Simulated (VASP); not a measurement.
# GaN (Fm-3m) in VASP: G0W0 quasiparticle levels with PBEsol

Aim: the G0W0 quasiparticle levels of GaN with PBEsol.

Everything below comes from runs of VASP 6.6.1. Logs are shortened: lines on timing, memory, paths and dates and some standing lists are left out, and cuts for length are marked.

## Step 1: The cell of the first run

Symmetry: Fm-3m, No. 225, cubic system. Conventional cell: a = 4.270 Å, b = 4.270 Å, c = 4.270 Å, α = 90.00°, β = 90.00°, γ = 90.00°. Within 2.8 Å of Ga (site symmetry m-3m) lie 6 N at 2.14 Å. Within 2.8 Å of N (site symmetry m-3m) lie 6 Ga at 2.14 Å.

## Step 2: G0W0 quasiparticle levels, PBEsol

POSCAR

```
GaN
1.0
    3.0196780000      0.0000000000      0.0000000000
    1.5098390000      2.6151178592      0.0000000000
    1.5098390000      0.8717059531      2.4655567625
Ga N
1 1
Direct
    0.0000000000      0.0000000000      0.0000000000
    0.5000000000      0.5000000000      0.5000000000
```

INCAR.step1

```
SYSTEM = GaN
PREC     = Accurate       ! precision mode
ENCUT    = 500            ! plane-wave cutoff, eV
EDIFF    = 1E-8           ! SCF threshold, eV
ISMEAR   = 0              ! smearing method
SIGMA    = 0.01           ! smearing width, eV
LREAL    = .False.        ! projectors in reciprocal space
LASPH    = .True.         ! aspherical terms in the spheres
NELM     = 80             ! most SCF steps
ALGO     = Normal         ! electronic algorithm
LWAVE    = .True.         ! write WAVECAR
LCHARG   = .False.        ! write CHGCAR
GGA      = PS             ! functional
```

INCAR.step2

```
SYSTEM = GaN
PREC     = Accurate       ! precision mode
ENCUT    = 500            ! plane-wave cutoff, eV
EDIFF    = 1E-8           ! SCF threshold, eV
ISMEAR   = 0              ! smearing method
SIGMA    = 0.01           ! smearing width, eV
LREAL    = .False.        ! projectors in reciprocal space
LASPH    = .True.         ! aspherical terms in the spheres
NELM     = 1              ! most SCF steps
ALGO     = Exact          ! electronic algorithm
LWAVE    = .True.         ! write WAVECAR
LCHARG   = .False.        ! write CHGCAR
GGA      = PS             ! functional
NBANDS   = 89             ! bands
LOPTICS  = .True.         ! frequency-dependent dielectric function
ISTART   = 1
```

INCAR.step3

```
SYSTEM = GaN
PREC     = Accurate       ! precision mode
ENCUT    = 500            ! plane-wave cutoff, eV
EDIFF    = 1E-8           ! SCF threshold, eV
ISMEAR   = 0              ! smearing method
SIGMA    = 0.01           ! smearing width, eV
LREAL    = .False.        ! projectors in reciprocal space
LASPH    = .True.         ! aspherical terms in the spheres
ALGO     = EVGW0          ! electronic algorithm
LWAVE    = .False.        ! write WAVECAR
LCHARG   = .False.        ! write CHGCAR
GGA      = PS             ! functional
NELMGW   = 1            
NBANDS   = 89             ! bands
ENCUTGW  = 100.0          ! cutoff of the response function
NOMEGA   = 48             ! frequency points
PRECFOCK = Fast         
ISTART   = 1            
NBANDSGW = 17
```

KPOINTS

```
regular mesh
0
Gamma
  4 4 4
  0 0 0
```

Potentials or basis: VASP PAW PBE potentials, release 64 (Ga_d_GW, N_GW).

The run is started by

```console
> cat potpaw_PBE.64/Ga_d_GW/POTCAR potpaw_PBE.64/N_GW/POTCAR > POTCAR
> cp INCAR.step1 INCAR
> mpirun -np 1 vasp_std > vasp.out
> cp INCAR.step2 INCAR
> mpirun -np 1 vasp_std > vasp.out
> cp INCAR.step3 INCAR
> mpirun -np 1 vasp_std > vasp.out
```

OUTCAR:

```text
SYSTEM = GaN
   PREC = Accurate
   ENCUT = 500
   EDIFF = 1E-8
   ISMEAR = 0
   LREAL = .False.
   LASPH = .True.
   GGA = PS
   NELMGW = 1
   ENCUTGW = 100.0
   PRECFOCK = Fast
   ISTART = 1

 ion  position               nearest neighbor table
   1  0.000  0.000  0.000-   2 2.14   2 2.14   2 2.14   2 2.14   2 2.14   2 2.14
   2  0.500  0.500  0.500-   1 2.14   1 2.14   1 2.14   1 2.14   1 2.14   1 2.14

  LATTYP: Found a face centered cubic cell.
 ALAT       =     4.2704695815

  Lattice vectors:

 A1 = (   3.0196780000,   0.0000000000,   0.0000000000)
 A2 = (   1.5098390000,   2.6151178592,   0.0000000000)
 A3 = (   1.5098390000,   0.8717059531,   2.4655567625)

Analysis of symmetry for initial positions (statically):
=====================================================================
 Subroutine PRICEL returns:
 Original cell was already a primitive cell.

 Routine SETGRP: Setting up the symmetry group for a
 face centered cubic supercell.

 Subroutine GETGRP returns: Found 48 space group operations
 (whereof 48 operations were pure point group operations)
 out of a pool of 48 trial point group operations.

The static configuration has the point symmetry O_h .

Analysis of symmetry for dynamics (positions and initial velocities):
=====================================================================
 Subroutine PRICEL returns:
 Original cell was already a primitive cell.

 Routine SETGRP: Setting up the symmetry group for a
 face centered cubic supercell.

 Subroutine GETGRP returns: Found 48 space group operations
 (whereof 48 operations were pure point group operations)
 out of a pool of 48 trial point group operations.

The dynamic configuration has the point symmetry O_h .

 Subroutine INISYM returns: Found 48 space group operations
 (whereof 48 operations are pure point group operations),
 and found     1 'primitive' translations

----------------------------------------------------------------------------------------

                                     Primitive cell

  volume of cell :      19.4700

  direct lattice vectors                    reciprocal lattice vectors
     3.019678000  0.000000000  0.000000000     0.331161137 -0.191195972 -0.135195968
     1.509839000  2.615117859  0.000000000     0.000000000  0.382391943 -0.135195968
     1.509839000  0.871705953  2.465556762     0.000000000  0.000000000  0.405587904

  length of vectors
     3.019678000  3.019678000  3.019678000     0.405587904  0.405587904  0.405587904

  position of ions in fractional coordinates (direct lattice)
     0.000000000  0.000000000  0.000000000
     0.500000000  0.500000000  0.500000000

  ion indices of the primitive-cell ions
   primitive index   ion index
                 1           1
                 2           2

----------------------------------------------------------------------------------------

 KPOINTS: regular mesh

Automatic generation of k-mesh.
 Grid dimensions read from file:
 generate k-points for:    4    4    4

 Generating k-lattice:

  Cartesian coordinates                     Fractional coordinates (reciprocal lattice)
     0.082790284 -0.047798993 -0.033798992     0.250000000  0.000000000  0.000000000
     0.000000000  0.095597986 -0.033798992     0.000000000  0.250000000  0.000000000
     0.000000000  0.000000000  0.101396976     0.000000000  0.000000000  0.250000000

  Length of vectors
     0.101396976  0.101396976  0.101396976

  Shift w.r.t. Gamma in fractional coordinates (k-lattice)
     0.000000000  0.000000000  0.000000000

 Subroutine IBZKPT returns following result:
 ===========================================

 Found      8 irreducible k-points:

 Following reciprocal coordinates:
            Coordinates               Weight
  0.000000  0.000000  0.000000      1.000000
  0.250000  0.000000  0.000000      8.000000
  0.500000  0.000000  0.000000      4.000000
  0.250000  0.250000  0.000000      6.000000
  0.500000  0.250000  0.000000     24.000000
 -0.250000  0.250000 -0.000000     12.000000
  0.500000  0.500000  0.000000      3.000000
 -0.250000  0.500000  0.250000      6.000000
   k-points           NKPTS =      8   k-points in BZ     NKDIM =     64   number of bands    NBANDS=     89
   number of dos      NEDOS =    301   number of ions     NIONS =      2
   total plane-waves  NPLWV =  13824
   dimension x,y,z NGX =    24 NGY =   24 NGZ =   24
   dimension x,y,z NGXF=    48 NGYF=   48 NGZF=   48
   ions per type =               1   1
   NGX,Y,Z   is equivalent  to a cutoff of  13.21, 13.21, 13.21 a.u.
   NGXF,Y,Z  is equivalent  to a cutoff of  26.43, 26.43, 26.43 a.u.
 SYSTEM =  GaN
   PREC   = accura    normal or accurate (medium, high low for compatibility)
   ISTART =      1    job   : 0-new  1-cont  2-samecut
   ICHARG =      0    charge: 1-file 2-atom 10-const
   ISPIN  =      1    spin polarized calculation?
   LNONCOLLINEAR =      F non collinear calculations
   LSORBIT =      F    spin-orbit coupling
   LASPH  =      T    aspherical Exc in radial PAW
   ENCUT  =  500.0 eV  36.75 Ry    6.06 a.u.   5.51  5.51  5.51*2*pi/ulx,y,z
   NELM   =     60;   NELMIN=  2; NELMDL=  0     # of ELM steps
   EDIFF  = 0.1E-07   stopping-criterion for ELM
   LREAL  =      F    real-space projection
   EDIFFG = 0.1E-06   stopping-criterion for IOM
   NSW    =      0    number of steps for IOM
   IBRION =     -1    ionic relax: 0-MD 1-quasi-New 2-CG
   NFREE  =      0    steps in history (QN), initial steepest desc. (CG)
   ISIF   =      0    stress and relaxation
   ISYM   =      3    0-nonsym 1-usesym 2-fastsym
   POTIM  = 0.5000    time-step for ionic-motion
   TEBEG  =    0.0;   TEEND  =   0.0 temperature during run
   PSTRESS=    0.0 pullay stress
   NELECT =      18.0000    total number of electrons
   NUPDOWN=      -1.0000    fix difference up-down
   EMIN   =  10.00;   EMAX   =-10.00  energy-range for DOS
   EFERMI =   0.00;   METHOD = LEGACY
   ISMEAR =     0;   SIGMA  =   0.01  broadening in eV -4-tet -1-fermi 0-gaus
   EFERMI_NEDOS =   21; number of points for ismear=-14 and -15
   IALGO  =     38    algorithm
   IMIX   =      4    mixing-type and parameters
     AMIX     =   0.40;   BMIX     =  1.00
     AMIX_MAG =   1.60;   BMIX_MAG =  1.00
  volume/ion in A,a.u.               =       9.74        65.70
  Fermi-wavevector in a.u.,A,eV,Ry     =   1.594814  3.013761 34.605488  2.543432
  Thomas-Fermi vector in A             =   2.692830
   LORBIT       =      0    0 simple, 1 ext, 2 COOP (PROOUT), +10 PAW based schemes
   GGA     = PS    functional components
   LHFCALC =     T    Hartree Fock is set to
   PRECFOCK=fast      Normal, Fast or Accurate (Low or Medium for compatibility)
   ENCUT4O =  -1.0   cutoff for four orbital integrals eV
   NKREDX  =     1    reduce k-point grid by
   NKREDY  =     1    reduce k-point grid by
   NKREDZ  =     1    reduce k-point grid by
   AEXX    =    1.0000 exact exchange contribution
   HFSCREEN=    0.0000 screening length (either q_TF or 0.3 A-1)
   HFSCREENC=   0.0000 screening length for correlation (either q_TF or 0.3 A-1)
   ENCUTFOCK=  -1.0 apply spherical cutoff to Coloumb kernel
   IVDW    =     0    specifies the selected vdW correction
   LEPSILON=     F    determine dielectric tensor
   LRPA    =     F    only Hartree local field effects (RPA)
   LRPAFORCE           =     F    calculate RPA forces
   ENCUTGW             = 100.0    cutoff for response function in eV
   ENCUTGWSOFT         =  80.0    soft cutoff for Coulomb kernel in GW response function in eV
   ENCUTLF             =  -1.0    cutoff for local field effects
   NELMGW              =     1    number of iterations in solving QP/BSE equation
   NELMHF              =     1    number of iterations in the inner HF iteration
   NKREDLFX            =     1    NKREDLFY  =   1   NKREDLFZ  =   1
 non-spin polarized calculation
 Gauss-broadening in eV      SIGMA  =   0.01
  energy-cutoff  :      500.00
  volume of cell :       19.47
 maximum number of plane-waves:       531
 NGX is ok and might be reduce to    24
  NGX = 14; NGY = 14; NGZ = 14
   NGX = 11   NGY = 11   NGZ = 11
 maximum number of plane-waves:        59
 NGX is ok and might be reduce to    10

 QP shifts <psi_nk| G(iteration)W_0 |psi_nk>: iteration 1
 for sc-GW calculations column KS-energies equals QP-energies in previous step
 and V_xc(KS)=  KS-energies - (<T + V_ion + V_H > + <T+V_H+V_ion>^1  + <V_x>^1)

 k-point   1 :       0.0000    0.0000    0.0000
  band No.  KS-energies  QP-energies   sigma(KS)   V_xc(KS)     V^pw_x(r,r')   Z            occupation Imag(sigma)

      1      -9.7794     -10.5568     -15.5522     -14.4508     -24.1372       0.7058       2.0000       1.4203
      2      -6.8865     -10.0137     -25.9188     -21.6305     -34.9818       0.7293       2.0000       0.2576
      3      -6.8865     -10.0137     -25.9188     -21.6305     -34.9818       0.7293       2.0000       0.2576
      4      -6.8865     -10.0137     -25.9188     -21.6305     -34.9818       0.7293       2.0000       0.2576
      5      -6.7960     -10.0010     -26.2080     -21.8152     -35.4318       0.7296       2.0000       0.3030
      6      -6.7960     -10.0010     -26.2080     -21.8152     -35.4318       0.7296       2.0000       0.3030
[... 9 lines left out ...]
     16      22.4376      23.2158     -11.8316     -12.8568      -4.4931       0.7591       0.0000      -0.5594
     17      22.9451      23.2377      -9.0902      -9.4642      -2.4739       0.7824       0.0000      -0.3444

 k-point   2 :       0.2500    0.0000    0.0000
  band No.  KS-energies  QP-energies   sigma(KS)   V_xc(KS)     V^pw_x(r,r')   Z            occupation Imag(sigma)

      1      -8.6458      -9.4071     -15.9483     -14.8466     -24.3128       0.6911       2.0000       1.2715
      2      -6.9229     -10.0616     -25.9292     -21.6199     -35.0990       0.7284       2.0000       0.3022
      3      -6.9229     -10.0616     -25.9292     -21.6199     -35.0990       0.7284       2.0000       0.3022
      4      -6.9166      -9.9969     -25.7037     -21.4773     -34.7445       0.7288       2.0000       0.2751
      5      -6.7679      -9.9414     -26.1375     -21.7956     -35.2695       0.7309       2.0000       0.2730
      6      -6.7679      -9.9414     -26.1375     -21.7956     -35.2695       0.7309       2.0000       0.2730
[... 9 lines left out ...]
     16      24.5127      25.0749     -11.7477     -12.4586      -5.4089       0.7908       0.0000      -0.4385
     17      31.2978      31.9000     -10.4549     -11.2046      -3.1436       0.8032       0.0000      -0.9995

 k-point   3 :       0.5000    0.0000    0.0000
  band No.  KS-energies  QP-energies   sigma(KS)   V_xc(KS)     V^pw_x(r,r')   Z            occupation Imag(sigma)
[... 85 lines left out ...]
      1      -8.4170     -10.5222     -22.0489     -19.0467     -31.2384       0.7012       2.0000       0.6862
      2      -7.0530     -10.1336     -25.6025     -21.3697     -34.6231       0.7278       2.0000       0.2645
      3      -6.6924      -9.9169     -26.3448     -21.9283     -35.5883       0.7301       2.0000       0.3013
      4      -6.6245      -9.8012     -26.2812     -21.9387     -35.3883       0.7315       2.0000       0.2534
      5      -6.6245      -9.8012     -26.2812     -21.9387     -35.3883       0.7315       2.0000       0.2534
      6      -3.8091      -5.5869     -22.0365     -19.6400     -30.1444       0.7418       2.0000       0.6117
[... 9 lines left out ...]
     16      33.9300      35.0605     -13.2775     -14.6289      -6.4673       0.8365       0.0000      -1.1932
     17      35.9605      36.7615      -9.9486     -10.9407      -2.6280       0.8074       0.0000      -1.0938

 k-point   8 :      -0.2500    0.5000    0.2500
  band No.  KS-energies  QP-energies   sigma(KS)   V_xc(KS)     V^pw_x(r,r')   Z            occupation Imag(sigma)

      1      -8.1060     -10.3068     -22.4796     -19.3530     -31.6419       0.7039       2.0000       0.6438
      2      -6.8768      -9.9832     -25.8053     -21.5477     -34.8504       0.7296       2.0000       0.2666
      3      -6.8768      -9.9832     -25.8053     -21.5477     -34.8504       0.7296       2.0000       0.2666
      4      -6.8592     -10.0083     -26.0135     -21.6853     -35.2488       0.7276       2.0000       0.3272
      5      -6.6246      -9.8003     -26.2811     -21.9389     -35.3889       0.7314       2.0000       0.2533
      6      -4.0142      -5.7047     -21.7789     -19.4828     -29.9495       0.7363       2.0000       0.6409
[... 9 lines left out ...]
     16      33.6891      34.7698     -13.1044     -14.4031      -5.8472       0.8322       0.0000      -1.4164
     17      36.1009      37.2297     -12.9269     -14.3106      -4.6150       0.8157       0.0000      -1.8700
```

Wall time 1.9 min (1 thread of Intel Xeon 8259CL, shared host); peak memory 0.19 GiB.

Results:

```
Band gap on the k mesh, mean-field level : 0.40 eV, indirect (least direct gap 2.34 eV)
Quasiparticle gap                        : 1.32 eV
Least direct quasiparticle gap           : 3.23 eV
```

Caveat: the k points lie up to 0.64 Å⁻¹ apart; bands, screening cutoff and mesh are small and nothing is extrapolated, so the quasiparticle values aren't converged. A k mesh can miss the band edges.
